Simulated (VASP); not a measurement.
# W (I4/mmm) in VASP: further runs

The runs below take W through single point, with r2SCAN.

Program: VASP 6.6.1. These are calculated values, not measurements. Logs are shortened: lines on timing, memory, paths and dates and some standing lists are left out, and cuts for length are marked.

## (1) The cell of the first run

It takes space group I4/mmm (No. 139, tetragonal). The conventional cell has a = 3.274 Å, b = 3.274 Å, c = 3.195 Å, α = 90.00°, β = 90.00°, γ = 90.00°. Within 3.7 Å of W (site symmetry 4/mmm) lie 14 W at 2.81 to 3.27 Å.

## (2) Single point, r2SCAN (strain +0.025 along x and y, +0.000 along z)

File POSCAR:

```
W
1.0
   -1.6372325000      1.6372325000      1.5973000000
    1.6372325000     -1.6372325000      1.5973000000
    1.6372325000      1.6372325000     -1.5973000000
W
1
Direct
    0.0000000000      0.0000000000      0.0000000000
```

File INCAR.step1:

```
SYSTEM = W
  ALGO = Normal
  EDIFF = 1E-4
  ENCUT = 520
  GGA = PE
  ISMEAR = 0
  LASPH = .True.
  LCHARG = .False.
  LREAL = .False.
  LWAVE = .True.
  NBANDS = 13
  NELM = 100
  PREC = Accurate
  SIGMA = 0.15
```

File INCAR.step2:

```
SYSTEM = W
  ALGO = Normal
  EDIFF = 1E-6
  ENCUT = 520
  ISIF = 2
  ISMEAR = 0
  ISTART = 1
  LASPH = .True.
  LCHARG = .True.
  LELF = .True.
  LMIXTAU = .True.
  LREAL = .False.
  LVHAR = .True.
  LWAVE = .False.
  METAGGA = R2SCAN
  NBANDS = 13
  NELM = 100
  PREC = Accurate
  SIGMA = 0.15
```

File KPOINTS:

```
k-points
0
Gamma
  20 20 20
  0 0 0
```

Potentials or basis: VASP PAW PBE potentials, release 64 (W_sv).

Launch:

```sh
cat potpaw_PBE.64/W_sv/POTCAR > POTCAR
cp INCAR.step1 INCAR
mpirun -np 1 vasp_std > vasp.out
cp INCAR.step2 INCAR
mpirun -np 1 vasp_std > vasp.out
```

OUTCAR:

```text
SYSTEM = W
   EDIFF = 1E-6
   ENCUT = 520
   ISIF = 2
   ISMEAR = 0
   ISTART = 1
   LASPH = .True.
   LREAL = .False.
   METAGGA = R2SCAN
   NELM = 100
   PREC = Accurate

 ion  position               nearest neighbor table
   1  0.000  0.000  0.000-

  LATTYP: Found a body centered tetragonal cell.
 ALAT       =     3.2744650000
 C/A-ratio  =     0.9756097561

  Lattice vectors:

 A1 = (  -1.6372325000,   1.6372325000,   1.5973000000)
 A2 = (   1.6372325000,  -1.6372325000,   1.5973000000)
 A3 = (   1.6372325000,   1.6372325000,  -1.5973000000)

Analysis of symmetry for initial positions (statically):
=====================================================================
 Subroutine PRICEL returns:
 Original cell was already a primitive cell.

 Routine SETGRP: Setting up the symmetry group for a
 body centered tetragonal supercell.

 Subroutine GETGRP returns: Found 16 space group operations
 (whereof 16 operations were pure point group operations)
 out of a pool of 16 trial point group operations.

The static configuration has the point symmetry D_4h.

Analysis of symmetry for dynamics (positions and initial velocities):
=====================================================================
 Subroutine PRICEL returns:
 Original cell was already a primitive cell.

 Routine SETGRP: Setting up the symmetry group for a
 body centered tetragonal supercell.

 Subroutine GETGRP returns: Found 16 space group operations
 (whereof 16 operations were pure point group operations)
 out of a pool of 16 trial point group operations.

The dynamic configuration has the point symmetry D_4h.

 Subroutine INISYM returns: Found 16 space group operations
 (whereof 16 operations are pure point group operations),
 and found     1 'primitive' translations

----------------------------------------------------------------------------------------

                                     Primitive cell

  volume of cell :      17.1264

  direct lattice vectors                    reciprocal lattice vectors
    -1.637232500  1.637232500  1.597300000     0.000000000  0.305393400  0.313028235
     1.637232500 -1.637232500  1.597300000     0.305393400  0.000000000  0.313028235
     1.637232500  1.637232500 -1.597300000     0.305393400  0.305393400  0.000000000

  length of vectors
     2.812903804  2.812903804  2.812903804     0.437323456  0.437323456  0.431891488

  position of ions in fractional coordinates (direct lattice)
     0.000000000  0.000000000  0.000000000

  ion indices of the primitive-cell ions
   primitive index   ion index
                 1           1

----------------------------------------------------------------------------------------

 KPOINTS: k-points

Automatic generation of k-mesh.
 Grid dimensions read from file:
 generate k-points for:   20   20   20

 Generating k-lattice:

  Cartesian coordinates                     Fractional coordinates (reciprocal lattice)
     0.000000000  0.015269670  0.015651412     0.050000000 -0.000000000  0.000000000
     0.015269670  0.000000000  0.015651412    -0.000000000  0.050000000  0.000000000
     0.015269670  0.015269670  0.000000000     0.000000000  0.000000000  0.050000000

  Length of vectors
     0.021866173  0.021866173  0.021594574

  Shift w.r.t. Gamma in fractional coordinates (k-lattice)
     0.000000000  0.000000000  0.000000000

 Subroutine IBZKPT returns following result:
 ===========================================

 Found    641 irreducible k-points:

 Following reciprocal coordinates:
            Coordinates               Weight
  0.000000  0.000000  0.000000      1.000000
  0.050000 -0.000000  0.000000      8.000000
  0.100000 -0.000000  0.000000      8.000000
  0.150000  0.000000  0.000000      8.000000
  0.200000 -0.000000  0.000000      8.000000
  0.250000 -0.000000  0.000000      8.000000
[... 16 lines left out ...]
 -0.400000  0.050000 -0.000000     16.000000
 -0.350000  0.050000 -0.000000     16.000000
 [... further k-points ...]
   k-points           NKPTS =    641   k-points in BZ     NKDIM =    641   number of bands    NBANDS=     13
   number of dos      NEDOS =    301   number of ions     NIONS =      1
   total plane-waves  NPLWV =  13824
   dimension x,y,z NGX =    24 NGY =   24 NGZ =   24
   dimension x,y,z NGXF=    48 NGYF=   48 NGZF=   48
   ions per type =               1
   NGX,Y,Z   is equivalent  to a cutoff of  14.18, 14.18, 14.18 a.u.
   NGXF,Y,Z  is equivalent  to a cutoff of  28.37, 28.37, 28.37 a.u.
 SYSTEM =  W
   PREC   = accura    normal or accurate (medium, high low for compatibility)
   ISTART =      1    job   : 0-new  1-cont  2-samecut
   ICHARG =      0    charge: 1-file 2-atom 10-const
   ISPIN  =      1    spin polarized calculation?
   LNONCOLLINEAR =      F non collinear calculations
   LSORBIT =      F    spin-orbit coupling
   LASPH  =      T    aspherical Exc in radial PAW
   ENCUT  =  520.0 eV  38.22 Ry    6.18 a.u.   5.23  5.23  5.23*2*pi/ulx,y,z
   NELM   =    100;   NELMIN=  2; NELMDL=  0     # of ELM steps
   EDIFF  = 0.1E-05   stopping-criterion for ELM
   LREAL  =      F    real-space projection
   EDIFFG = 0.1E-04   stopping-criterion for IOM
   NSW    =      0    number of steps for IOM
   IBRION =     -1    ionic relax: 0-MD 1-quasi-New 2-CG
   NFREE  =      0    steps in history (QN), initial steepest desc. (CG)
   ISIF   =      2    stress and relaxation
   ISYM   =      2    0-nonsym 1-usesym 2-fastsym
   POTIM  = 0.5000    time-step for ionic-motion
   TEBEG  =    0.0;   TEEND  =   0.0 temperature during run
   PSTRESS=    0.0 pullay stress
   NELECT =      14.0000    total number of electrons
   NUPDOWN=      -1.0000    fix difference up-down
   EMIN   =  10.00;   EMAX   =-10.00  energy-range for DOS
   EFERMI =   0.00;   METHOD = LEGACY
   ISMEAR =     0;   SIGMA  =   0.15  broadening in eV -4-tet -1-fermi 0-gaus
   EFERMI_NEDOS =   21; number of points for ismear=-14 and -15
   IALGO  =     38    algorithm
   IMIX   =      4    mixing-type and parameters
     AMIX     =   0.40;   BMIX     =  1.00
     AMIX_MAG =   1.60;   BMIX_MAG =  1.00
  volume/ion in A,a.u.               =      17.13       115.57
  Fermi-wavevector in a.u.,A,eV,Ry     =   1.530718  2.892637 31.879767  2.343097
  Thomas-Fermi vector in A             =   2.638162
   LORBIT       =      0    0 simple, 1 ext, 2 COOP (PROOUT), +10 PAW based schemes
   METAGGA = R2SCAN    functional components
   LHFCALC =     F    Hartree Fock is set to
   AEXX    =    0.0000 exact exchange contribution
   IVDW    =     0    specifies the selected vdW correction
   LEPSILON=     F    determine dielectric tensor
   LRPA    =     F    only Hartree local field effects (RPA)
 non-spin polarized calculation
 Gauss-broadening in eV      SIGMA  =   0.15
  energy-cutoff  :      520.00
  volume of cell :       17.13
 maximum number of plane-waves:       482
 NGX is ok and might be reduce to    24
   NGX = 11   NGY = 11   NGZ = 11

 number of electron      13.9999999 magnetization

 Free energy of the ion-electron system (eV)
  ---------------------------------------------------
  ext. energy  EPLUGINS =         0.00000000
  ---------------------------------------------------
  free energy    TOTEN  =       -51.27725827 eV

  energy without entropy =      -51.27364436  energy(sigma->0) =      -51.27545132

 E-fermi :  10.2398     XC(G=0): -14.4652

 val. band max:       10.2357287271   @ k =  -0.2000   0.3000   0.2000
 cond. band min:      10.2660673397   @ k =   0.5000   0.5000   0.2000
 fundamental gap:      0.0303386126
 Fermi energy:        10.2398330861

 k-point     1 :       0.0000    0.0000    0.0000
  band No.  band energies     occupation
      1     -66.0270      2.00000
      2     -28.9973      2.00000
      3     -28.9973      2.00000
      4     -28.9848      2.00000
      5       0.5166      2.00000
      6       8.8306      2.00000
      7       9.1548      2.00000
      8       9.1548      2.00000
      9      12.3673      0.00000
     10      12.7916      0.00000
     11      25.1256      0.00000
     12      25.1256      0.00000
     13      25.6208      0.00000

 k-point     2 :       0.0500   -0.0000    0.0000
  band No.  band energies     occupation
      1     -66.0243      2.00000
      2     -29.0200      2.00000
      3     -29.0062      2.00000
      4     -28.9901      2.00000
      5       0.6334      2.00000
      6       8.8302      2.00000
      7       9.1359      2.00000
      8       9.1936      2.00000
      9      12.3415      0.00000
     10      12.7089      0.00000
     11      25.3016      0.00000
     12      25.3268      0.00000
     13      25.7997      0.00000

 k-point     3 :       0.1000   -0.0000    0.0000
  band No.  band energies     occupation
      1     -66.0167      2.00000
      2     -29.0992      2.00000
      3     -29.0321      2.00000
      4     -28.9919      2.00000
      5       0.9749      2.00000
      6       8.6909      2.00000
      7       9.0622      2.00000
      8       9.4586      2.00000
      9      12.2214      0.00000
     10      12.5834      0.00000
     11      25.6496      0.00000
     12      25.9153      0.00000
     13      26.3639      0.00000
[... 305 lines left out ...]
 k-point    23 :      -0.4000    0.0500   -0.0000
  band No.  band energies     occupation
      1     -65.9340      2.00000
      2     -29.9005      2.00000
      3     -29.3065      2.00000
      4     -29.0108      2.00000
      5       4.1445      2.00000
      6       7.0066      2.00000
      7       9.0211      2.00000
      8      12.4286      0.00000
      9      13.1518      0.00000
     10      14.3990      0.00000
     11      22.5249      0.00000
     12      23.4682      0.00000
     13      28.7171      0.00000

 k-point    24 :      -0.3500    0.0500   -0.0000
  band No.  band energies     occupation
      1     -65.9476      2.00000
      2     -29.7753      2.00000
      3     -29.2604      2.00000
      4     -29.0088      2.00000
      5       3.8632      2.00000
      6       7.2510      2.00000
      7       8.5029      2.00000
      8      12.2302      0.00000
      9      12.9777      0.00000
     10      13.3258      0.00000
     11      23.6794      0.00000
     12      24.7341      0.00000
     13      30.2830      0.00000

 [... further k-points ...]
[... 5 lines left out ...]
  --------------------------------------------------------------------------------------
  -------------------------------------------------------------------------------------
  Total       -2.3389781     -2.3389781     -1.5129646      0.0000000      0.0000000     -0.0000000
  in kB     -218.8112009   -218.8112009   -141.5377031      0.0000000      0.0000000     -0.0000000
  external PRESSURE =    -193.0533683 kB  Pullay stress =       0.0000000 kB

 VOLUME and BASIS-vectors are now :
 -----------------------------------------------------------------------------
  energy-cutoff  :      520.00
  volume of cell :       17.13
      direct lattice vectors                 reciprocal lattice vectors
    -1.637232500  1.637232500  1.597300000     0.000000000  0.305393400  0.313028235
     1.637232500 -1.637232500  1.597300000     0.305393400  0.000000000  0.313028235
     1.637232500  1.637232500 -1.597300000     0.305393400  0.305393400  0.000000000

 POSITION                                       TOTAL-FORCE (eV/Angst)
 -----------------------------------------------------------------------------------
      0.00000      0.00000      0.00000        -0.000000     -0.000000      0.000000
 -----------------------------------------------------------------------------------
    total drift:                               -0.000000      0.000000     -0.000000

  FREE ENERGIE OF THE ION-ELECTRON SYSTEM (eV)
  ---------------------------------------------------
  free  energy   TOTEN  =       -51.2772582744 eV

  energy  without entropy=      -51.2736443590  energy(sigma->0) =      -51.27545132
```

Wall time 2.9 min (1 thread of Intel Xeon 6975P-C (Granite Rapids), shared host); peak memory 0.25 GiB.

Results:

```
Free energy            : -51.2773 eV
Pressure               : -19.3 GPa
Band gap on the k mesh : zero (bands 7 and 8 overlap by 5.85 eV)
```

Caveat: the cell differs from its parent crystal (strain +0.025 along x and y, +0.000 along z); the cell stands under tension; the PAW data sets were made with another functional, which shifts forces and pressure a little; spin-orbit coupling is left out, which moves the levels of the heavy elements.

## (3) Single point, r2SCAN (strain +0.050 along x and y, +0.000 along z)

File POSCAR:

```
W
1.0
   -1.6771650000      1.6771650000      1.5973000000
    1.6771650000     -1.6771650000      1.5973000000
    1.6771650000      1.6771650000     -1.5973000000
W
1
Direct
    0.0000000000      0.0000000000      0.0000000000
```

File INCAR.step1:

```
PREC = Accurate
ENCUT = 520
ISMEAR = 0
SIGMA = 0.15
LREAL = F
LASPH = T
NELM = 100
NBANDS = 13
GGA = PE
ALGO = Normal
EDIFF = 1E-4
LWAVE = T
LCHARG = F
```

File INCAR.step2:

```
PREC = Accurate
ENCUT = 520
EDIFF = 1E-7
ISMEAR = 0
SIGMA = 0.15
LREAL = F
LASPH = T
NELM = 100
ALGO = Normal
ISIF = 2
LWAVE = F
LCHARG = F
METAGGA = R2SCAN
LMIXTAU = T
NBANDS = 13
ISTART = 1
```

File KPOINTS:

```
regular mesh
0
Gamma
  20 20 20
```

Potentials or basis: VASP PAW PBE potentials, release 64 (W_sv).

Launch:

```sh
cat potpaw_PBE.64/W_sv/POTCAR > POTCAR
cp INCAR.step1 INCAR
mpirun -np 1 vasp_std > vasp.out
cp INCAR.step2 INCAR
mpirun -np 1 vasp_std > vasp.out
```

Run time: 3.2 min. Hardware: 1 thread of Intel Xeon 6975P-C (Granite Rapids), shared host; peak memory 0.26 GiB.

The run converged. Its results:

* Free energy: -51.1292 eV
* Pressure: -29.3 GPa
* Band gap on the k mesh: zero (bands 7 and 8 overlap by 5.46 eV)

Stress tensor (GPa, compression positive):
```
-33.76   0.00   0.00
  0.00 -33.76   0.00
  0.00   0.00 -20.26
```

Levels at points of the mesh, in eV from the Fermi level:
| k point | band 4 | band 5 | band 6 | band 7 | band 8 | band 9 | band 10 | band 11 |
| --- | --- | --- | --- | --- | --- | --- | --- | --- |
| (0.00, 0.00, 0.00) | -39.32 | -9.42 | -1.50 | -0.89 | -0.89 | 1.83 | 2.62 | 14.65 |
| (0.50, 0.00, 0.00) | -39.35 | -5.76 | -3.38 | 0.29 | 2.13 | 3.22 | 5.25 | 9.81 |
| (0.50, 0.50, 0.00) | -39.33 | -5.82 | -2.76 | -0.08 | 1.51 | 2.70 | 5.17 | 9.45 |
| (0.50, 0.50, 0.50) | -39.90 | -5.09 | -4.99 | 4.40 | 4.40 | 4.55 | 7.11 | 7.11 |

Caveat: the cell differs from its parent crystal (strain +0.050 along x and y, +0.000 along z); the cell stands under tension; the PAW data sets were made with another functional, which shifts forces and pressure a little; spin-orbit coupling is left out, which moves the levels of the heavy elements.

## (4) Single point, r2SCAN (strain +0.025 along x and y, +0.050 along z)

File POSCAR:

```
W
1.0
   -1.6372325000      1.6372325000      1.6771650000
    1.6372325000     -1.6372325000      1.6771650000
    1.6372325000      1.6372325000     -1.6771650000
W
1
Direct
    0.0000000000      0.0000000000      0.0000000000
```

File INCAR.step1:

```
ALGO = Normal
EDIFF = 1E-4
ENCUT = 520
GGA = PE
ISMEAR = 0
LASPH = T
LCHARG = F
LREAL = F
LWAVE = T
NBANDS = 13
NELM = 80
PREC = Accurate
SIGMA = 0.15
```

File INCAR.step2:

```
ALGO = Normal
EDIFF = 1E-6
ENCUT = 520
ISIF = 2
ISMEAR = 0
ISTART = 1
LASPH = T
LCHARG = T
LELF = T
LMIXTAU = T
LREAL = F
LVHAR = T
LWAVE = F
METAGGA = R2SCAN
NBANDS = 13
NELM = 80
PREC = Accurate
SIGMA = 0.15
```

File KPOINTS:

```
k-points
0
Gamma
  20 20 20
```

Potentials or basis: VASP PAW PBE potentials, release 64 (W_sv).

Launch:

```sh
cat potpaw_PBE.64/W_sv/POTCAR > POTCAR
cp INCAR.step1 INCAR
mpirun -np 1 vasp_std > vasp.out
cp INCAR.step2 INCAR
mpirun -np 1 vasp_std > vasp.out
```

OUTCAR:

```text
EDIFF = 1E-6
   ENCUT = 520
   ISIF = 2
   ISMEAR = 0
   ISTART = 1
   LASPH = T
   LREAL = F
   METAGGA = R2SCAN
   NELM = 80
   PREC = Accurate

 ion  position               nearest neighbor table
   1  0.000  0.000  0.000-

  LATTYP: Found a body centered tetragonal cell.
 ALAT       =     3.2744650000
 C/A-ratio  =     1.0243902439

  Lattice vectors:

 A1 = (  -1.6372325000,   1.6372325000,   1.6771650000)
 A2 = (   1.6372325000,  -1.6372325000,   1.6771650000)
 A3 = (   1.6372325000,   1.6372325000,  -1.6771650000)

Analysis of symmetry for initial positions (statically):
=====================================================================
 Subroutine PRICEL returns:
 Original cell was already a primitive cell.

 Routine SETGRP: Setting up the symmetry group for a
 body centered tetragonal supercell.

 Subroutine GETGRP returns: Found 16 space group operations
 (whereof 16 operations were pure point group operations)
 out of a pool of 16 trial point group operations.

The static configuration has the point symmetry D_4h.

Analysis of symmetry for dynamics (positions and initial velocities):
[... 161 lines left out ...]
 cond. band min:       9.5777577272   @ k =   0.5000   0.4500   0.0000
 fundamental gap:      0.0436853029
 Fermi energy:         9.5759596345

 k-point     1 :       0.0000    0.0000    0.0000
  band No.  band energies     occupation
      1     -66.7574      2.00000
      2     -29.7830      2.00000
      3     -29.7735      2.00000
      4     -29.7735      2.00000
      5       0.1478      2.00000
      6       8.3647      2.00000
      7       8.3647      2.00000
      8       8.6523      2.00000
      9      11.6297      0.00000
     10      12.0002      0.00000
     11      24.2143      0.00000
     12      24.6681      0.00000
     13      24.6681      0.00000
[... 354 lines left out ...]
  band No.  band energies     occupation
      1     -66.6944      2.00000
      2     -30.4459      2.00000
      3     -29.9899      2.00000
      4     -29.7867      2.00000
      5       3.3823      2.00000
      6       6.9559      2.00000
      7       7.8588      2.00000
      8      11.2054      0.00000
      9      12.2621      0.00000
     10      12.4597      0.00000
     11      22.6490      0.00000
     12      23.1677      0.00000
     13      29.1521      0.00000

 [... further k-points ...]
[... 5 lines left out ...]
  --------------------------------------------------------------------------------------
  -------------------------------------------------------------------------------------
  Total       -3.0812727     -3.0812727     -3.8101638      0.0000000     -0.0000000     -0.0000000
  in kB     -274.5264642   -274.5264642   -339.4671298      0.0000000     -0.0000000     -0.0000000
  external PRESSURE =    -296.1733528 kB  Pullay stress =       0.0000000 kB

 VOLUME and BASIS-vectors are now :
 -----------------------------------------------------------------------------
  energy-cutoff  :      520.00
  volume of cell :       17.98
      direct lattice vectors                 reciprocal lattice vectors
    -1.637232500  1.637232500  1.677165000     0.000000000  0.305393400  0.298122129
     1.637232500 -1.637232500  1.677165000     0.305393400  0.000000000  0.298122129
     1.637232500  1.637232500 -1.677165000     0.305393400  0.305393400  0.000000000

 POSITION                                       TOTAL-FORCE (eV/Angst)
 -----------------------------------------------------------------------------------
      0.00000      0.00000      0.00000        -0.000000      0.000000     -0.000000
 -----------------------------------------------------------------------------------
    total drift:                                0.000000      0.000000     -0.000000

  FREE ENERGIE OF THE ION-ELECTRON SYSTEM (eV)
  ---------------------------------------------------
  free  energy   TOTEN  =       -51.1461062561 eV

  energy  without entropy=      -51.1426735255  energy(sigma->0) =      -51.14438989
```

It took 2.9 min on 1 thread of Intel Xeon 6975P-C (Granite Rapids), shared host; peak memory 0.26 GiB.

What came out:

```
Free energy            : -51.1461 eV
Pressure               : -29.6 GPa
Band gap on the k mesh : zero (bands 7 and 8 overlap by 5.33 eV)
```

Caveat: the cell differs from its parent crystal (strain +0.025 along x and y, +0.050 along z); the cell stands under tension; the PAW data sets were made with another functional, which shifts forces and pressure a little; spin-orbit coupling is left out, which moves the levels of the heavy elements.

(Continued in part 2 of 2.)
